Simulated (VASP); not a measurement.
# HfB (Fm-3m) in VASP: further runs

The runs below take HfB through single point, relaxation of cell and atoms, with PBE-based screened hybrid with 25 % exact exchange, HF, HSE06.

All numbers are computed with VASP 6.6.1; they aren't measurements. Logs are shortened: lines on timing, memory, paths and dates and some standing lists are left out, and cuts for length are marked.

### Step 1. The cell of the first run

The structure is cubic, space group Fm-3m (No. 225). Conventional cell: a = 4.834 Å, b = 4.834 Å, c = 4.834 Å, α = 90.00°, β = 90.00°, γ = 90.00°. Hf (site symmetry m-3m) has 6 B at 2.42 Å within 3.2 Å. B (site symmetry m-3m) has 6 Hf at 2.42 Å within 3.2 Å.

### Step 2. Single point, PBE-based screened hybrid with 25 % exact exchange

POSCAR

```
HfB
1.0
    0.0000000000      2.4167871691      2.4167871691
    2.4167871691      0.0000000000      2.4167871691
    2.4167871691      2.4167871691      0.0000000000
Hf B
1 1
Direct
    0.5000000000      0.5000000000      0.5000000000
    0.0000000000      0.0000000000      0.0000000000
```

INCAR.step1

```
SYSTEM = HfB
  PREC = Accurate
  ENCUT = 520
  EDIFF = 1E-5
  ISMEAR = -1
  SIGMA = 0.05
  LREAL = .False.
  LASPH = .True.
  NELM = 80
  ALGO = Normal
  ISIF = 2
  LWAVE = .True.
  LCHARG = .False.
  NBANDS = 14
  GGA = PE
```

INCAR.step2

```
SYSTEM = HfB
  PREC = Accurate
  ENCUT = 520
  EDIFF = 1E-7
  ISMEAR = -1
  SIGMA = 0.05
  LREAL = .False.
  LASPH = .True.
  NELM = 80
  ALGO = Normal
  ISIF = 2
  LWAVE = .False.
  LCHARG = .False.
  GGA = PE
  LHFCALC = .True.
  AEXX = 0.25
  HFSCREEN = 0.3
  PRECFOCK = Normal
  NBANDS = 14
  ISTART = 1
```

KPOINTS

```
Automatic mesh
0
Gamma
  5 5 5
  0 0 0
```

Potentials or basis: VASP PAW PBE potentials, release 64 (Hf_pv, B).

The run is started by

```
$ cat potpaw_PBE.64/Hf_pv/POTCAR potpaw_PBE.64/B/POTCAR > POTCAR
$ cp INCAR.step1 INCAR
$ mpirun -np 1 vasp_std > vasp.out
$ cp INCAR.step2 INCAR
$ mpirun -np 1 vasp_std > vasp.out
```

OUTCAR:

```text
SYSTEM = HfB
   PREC = Accurate
   ENCUT = 520
   EDIFF = 1E-7
   ISMEAR = -1
   LREAL = .False.
   LASPH = .True.
   NELM = 80
   ISIF = 2
   GGA = PE
   LHFCALC = .True.
   AEXX = 0.25
   HFSCREEN = 0.3
   PRECFOCK = Normal
   ISTART = 1

 ion  position               nearest neighbor table
   1  0.500  0.500  0.500-   2 2.42   2 2.42   2 2.42   2 2.42   2 2.42   2 2.42
   2  0.000  0.000  0.000-   1 2.42   1 2.42   1 2.42   1 2.42   1 2.42   1 2.42

  LATTYP: Found a face centered cubic cell.
 ALAT       =     4.8335743382

  Lattice vectors:

 A1 = (   0.0000000000,   2.4167871691,   2.4167871691)
 A2 = (   2.4167871691,   0.0000000000,   2.4167871691)
 A3 = (   2.4167871691,   2.4167871691,   0.0000000000)

Analysis of symmetry for initial positions (statically):
=====================================================================
 Subroutine PRICEL returns:
 Original cell was already a primitive cell.

 Routine SETGRP: Setting up the symmetry group for a
 face centered cubic supercell.

 Subroutine GETGRP returns: Found 48 space group operations
 (whereof 48 operations were pure point group operations)
 out of a pool of 48 trial point group operations.

The static configuration has the point symmetry O_h .

Analysis of symmetry for dynamics (positions and initial velocities):
=====================================================================
 Subroutine PRICEL returns:
 Original cell was already a primitive cell.

 Routine SETGRP: Setting up the symmetry group for a
 face centered cubic supercell.

 Subroutine GETGRP returns: Found 48 space group operations
 (whereof 48 operations were pure point group operations)
 out of a pool of 48 trial point group operations.

The dynamic configuration has the point symmetry O_h .

 Subroutine INISYM returns: Found 48 space group operations
 (whereof 48 operations are pure point group operations),
 and found     1 'primitive' translations

----------------------------------------------------------------------------------------

                                     Primitive cell

  volume of cell :      28.2322

  direct lattice vectors                    reciprocal lattice vectors
     0.000000000  2.416787169  2.416787169    -0.206886236  0.206886236  0.206886236
     2.416787169  0.000000000  2.416787169     0.206886236 -0.206886236  0.206886236
     2.416787169  2.416787169  0.000000000     0.206886236  0.206886236 -0.206886236

  length of vectors
     3.417853192  3.417853192  3.417853192     0.358337472  0.358337472  0.358337472

  position of ions in fractional coordinates (direct lattice)
     0.500000000  0.500000000  0.500000000
     0.000000000  0.000000000  0.000000000

  ion indices of the primitive-cell ions
   primitive index   ion index
                 1           1
                 2           2

----------------------------------------------------------------------------------------

 KPOINTS: Automatic mesh

Automatic generation of k-mesh.
 Grid dimensions read from file:
 generate k-points for:    5    5    5

 Generating k-lattice:

  Cartesian coordinates                     Fractional coordinates (reciprocal lattice)
    -0.041377247  0.041377247  0.041377247     0.200000000  0.000000000  0.000000000
     0.041377247 -0.041377247  0.041377247     0.000000000  0.200000000  0.000000000
     0.041377247  0.041377247 -0.041377247     0.000000000  0.000000000  0.200000000

  Length of vectors
     0.071667494  0.071667494  0.071667494

  Shift w.r.t. Gamma in fractional coordinates (k-lattice)
     0.000000000  0.000000000  0.000000000

 Subroutine IBZKPT returns following result:
 ===========================================

 Found     10 irreducible k-points:

 Following reciprocal coordinates:
            Coordinates               Weight
  0.000000  0.000000  0.000000      1.000000
  0.200000  0.000000  0.000000      8.000000
  0.400000  0.000000  0.000000      8.000000
  0.200000  0.200000  0.000000      6.000000
  0.400000  0.200000  0.000000     24.000000
 -0.400000  0.200000  0.000000     24.000000
 -0.200000  0.200000  0.000000     12.000000
  0.400000  0.400000  0.000000      6.000000
 -0.400000  0.400000  0.000000     12.000000
 -0.400000  0.400000  0.200000     24.000000
   k-points           NKPTS =     10   k-points in BZ     NKDIM =    125   number of bands    NBANDS=     14
   number of dos      NEDOS =    301   number of ions     NIONS =      2
   total plane-waves  NPLWV =  21952
   dimension x,y,z NGX =    28 NGY =   28 NGZ =   28
   dimension x,y,z NGXF=    56 NGYF=   56 NGZF=   56
   ions per type =               1   1
   NGX,Y,Z   is equivalent  to a cutoff of  13.62, 13.62, 13.62 a.u.
   NGXF,Y,Z  is equivalent  to a cutoff of  27.24, 27.24, 27.24 a.u.
 SYSTEM =  HfB
   PREC   = accura    normal or accurate (medium, high low for compatibility)
   ISTART =      1    job   : 0-new  1-cont  2-samecut
   ICHARG =      0    charge: 1-file 2-atom 10-const
   ISPIN  =      1    spin polarized calculation?
   LNONCOLLINEAR =      F non collinear calculations
   LSORBIT =      F    spin-orbit coupling
   LASPH  =      T    aspherical Exc in radial PAW
   ENCUT  =  520.0 eV  38.22 Ry    6.18 a.u.   6.35  6.35  6.35*2*pi/ulx,y,z
   NELM   =     80;   NELMIN=  2; NELMDL=  0     # of ELM steps
   EDIFF  = 0.1E-06   stopping-criterion for ELM
   LREAL  =      F    real-space projection
   EDIFFG = 0.1E-05   stopping-criterion for IOM
   NSW    =      0    number of steps for IOM
   IBRION =     -1    ionic relax: 0-MD 1-quasi-New 2-CG
   NFREE  =      0    steps in history (QN), initial steepest desc. (CG)
   ISIF   =      2    stress and relaxation
   ISYM   =      3    0-nonsym 1-usesym 2-fastsym
   POTIM  = 0.5000    time-step for ionic-motion
   TEBEG  =    0.0;   TEEND  =   0.0 temperature during run
   PSTRESS=    0.0 pullay stress
   NELECT =      13.0000    total number of electrons
   NUPDOWN=      -1.0000    fix difference up-down
   EMIN   =  10.00;   EMAX   =-10.00  energy-range for DOS
   EFERMI =   0.00;   METHOD = LEGACY
   ISMEAR =    -1;   SIGMA  =   0.05  broadening in eV -4-tet -1-fermi 0-gaus
   EFERMI_NEDOS =   21; number of points for ismear=-14 and -15
   IALGO  =     38    algorithm
   IMIX   =      1    mixing-type and parameters
     AMIX     =   0.40;   BMIX     =  1.00
     AMIX_MAG =   1.60;   BMIX_MAG =  1.00
  volume/ion in A,a.u.               =      14.12        95.26
  Fermi-wavevector in a.u.,A,eV,Ry     =   1.264176  2.388946 21.744028  1.598141
  Thomas-Fermi vector in A             =   2.397495
   LORBIT       =      0    0 simple, 1 ext, 2 COOP (PROOUT), +10 PAW based schemes
   GGA     = PE    functional components
   LHFCALC =     T    Hartree Fock is set to
   PRECFOCK=normal    Normal, Fast or Accurate (Low or Medium for compatibility)
   ENCUT4O =  -1.0   cutoff for four orbital integrals eV
   NKREDX  =     1    reduce k-point grid by
   NKREDY  =     1    reduce k-point grid by
   NKREDZ  =     1    reduce k-point grid by
   AEXX    =    0.2500 exact exchange contribution
   HFSCREEN=    0.3000 screening length (either q_TF or 0.3 A-1)
   HFSCREENC=   0.3000 screening length for correlation (either q_TF or 0.3 A-1)
   ENCUTFOCK=  -1.0 apply spherical cutoff to Coloumb kernel
   IVDW    =     0    specifies the selected vdW correction
   LEPSILON=     F    determine dielectric tensor
   LRPA    =     F    only Hartree local field effects (RPA)
 non-spin polarized calculation
  energy-cutoff  :      520.00
  volume of cell :       28.23
 maximum number of plane-waves:       769
 NGX is ok and might be reduce to    28
  NGX = 20; NGY = 20; NGZ = 20

 number of electron      13.0000001 magnetization

 Free energy of the ion-electron system (eV)
  ---------------------------------------------------
  ext. energy  EPLUGINS =         0.00000000
  ---------------------------------------------------
  free energy    TOTEN  =       -19.10609233 eV

  energy without entropy =      -19.09287726  energy(sigma->0) =      -19.09948479

 E-fermi :   4.3534     XC(G=0):  -9.7365

 val. band max:        3.9032365467   @ k =   0.2000   0.0000   0.0000
 cond. band min:       4.3659718909   @ k =   0.4000   0.2000   0.0000
 fundamental gap:      0.4627353442
 Fermi energy:         4.3533575523

 k-point     1 :       0.0000    0.0000    0.0000
  band No.  band energies     occupation
      1     -26.9224      2.00000
      2     -26.9224      2.00000
      3     -26.9224      2.00000
      4      -6.2164      2.00000
      5       6.6163      0.00000
      6       6.6163      0.00000
      7       6.6163      0.00000
      8       8.1194      0.00000
      9       8.1194      0.00000
     10       8.1194      0.00000
     11       8.2595      0.00000
     12       8.2595      0.00000
     13      15.9131      0.00000
     14      16.0275      0.00000

 k-point     2 :       0.2000    0.0000    0.0000
  band No.  band energies     occupation
      1     -27.1033      2.00000
      2     -26.9388      2.00000
      3     -26.9388      2.00000
      4      -5.1805      2.00000
      5       3.9032      1.99975
      6       4.7733      0.00045
      7       4.7733      0.00045
      8       7.7939      0.00000
      9       7.7939      0.00000
     10       9.0239      0.00000
     11      12.4352      0.00000
     12      12.4352      0.00000
     13      17.0776      0.00000
     14      18.1326      0.00000
[... 105 lines left out ...]
      1     -27.3323      2.00000
      2     -27.1760      2.00000
      3     -27.0678      2.00000
      4      -2.6396      2.00000
      5       2.3370      2.00000
      6       2.4232      2.00000
      7       4.7660      0.00052
      8       6.7838      0.00000
      9      11.1393      0.00000
     10      11.8535      0.00000
     11      12.5036      0.00000
     12      13.2145      0.00000
     13      17.4236      0.00000
     14      19.1538      0.00000

 k-point    10 :      -0.4000    0.4000    0.2000
  band No.  band energies     occupation
      1     -27.2961      2.00000
      2     -27.1778      2.00000
      3     -27.0603      2.00000
      4      -2.2913      2.00000
      5       1.4569      2.00000
      6       2.6735      2.00000
      7       3.5427      2.00000
      8       8.5915      0.00000
      9      10.2468      0.00000
     10      11.8532      0.00000
     11      11.9960      0.00000
     12      15.0659      0.00000
     13      17.9527      0.00000
     14      19.3460      0.00000

------------------------ aborting loop because EDIFF is reached ----------------------------------------

  FORCE on cell =-STRESS in cart. coord.  units (eV):
  Direction    XX          YY          ZZ          XY          YZ          ZX
  --------------------------------------------------------------------------------------
  -------------------------------------------------------------------------------------
  Total       -0.2848997     -0.2848997     -0.2848997     -0.0000000      0.0000000      0.0000000
  in kB      -16.1680418    -16.1680418    -16.1680418     -0.0000000      0.0000000      0.0000000
  external PRESSURE =     -16.1680418 kB  Pullay stress =       0.0000000 kB

 VOLUME and BASIS-vectors are now :
 -----------------------------------------------------------------------------
  energy-cutoff  :      520.00
  volume of cell :       28.23
      direct lattice vectors                 reciprocal lattice vectors
     0.000000000  2.416787169  2.416787169    -0.206886236  0.206886236  0.206886236
     2.416787169  0.000000000  2.416787169     0.206886236 -0.206886236  0.206886236
     2.416787169  2.416787169  0.000000000     0.206886236  0.206886236 -0.206886236

 POSITION                                       TOTAL-FORCE (eV/Angst)
 -----------------------------------------------------------------------------------
      2.41679      2.41679      2.41679         0.000000      0.000000     -0.000000
      0.00000      0.00000      0.00000         0.000000      0.000000      0.000000
 -----------------------------------------------------------------------------------
    total drift:                                0.000000      0.000000     -0.000000

  FREE ENERGIE OF THE ION-ELECTRON SYSTEM (eV)
  ---------------------------------------------------
  free  energy   TOTEN  =       -19.1060923322 eV

  energy  without entropy=      -19.0928772558  energy(sigma->0) =      -19.09948479
```

Run time: 6 min. Hardware: 1 thread of Intel Xeon Platinum 8488C (Sapphire Rapids), shared host; peak memory 0.27 GiB.

Results:

```
Free energy            : -19.1061 eV
Pressure               : -1.6 GPa
Band gap on the k mesh : zero (an odd number of electrons rules out a gap without spin polarisation)
```

Levels at points of the mesh, in eV from the Fermi level:
```
           k point  band 4  band 5  band 6  band 7  band 8  band 9
(0.00, 0.00, 0.00)  -10.57    2.26    2.26    2.26    3.77    3.77
```

Caveat: the k points lie up to 0.45 Å⁻¹ apart, too coarse for converged energies and pressures of a metal; the PAW data sets were made with another functional, which shifts forces and pressure a little; spin-orbit coupling is left out, which moves the levels of the heavy elements; an odd number of electrons without spin polarisation forces a metal; a magnetic or distorted state may lie lower.

(Continued in part 2 of 2.)

The gap in the log of VASP goes by the Fermi energy; the results here count the filled bands.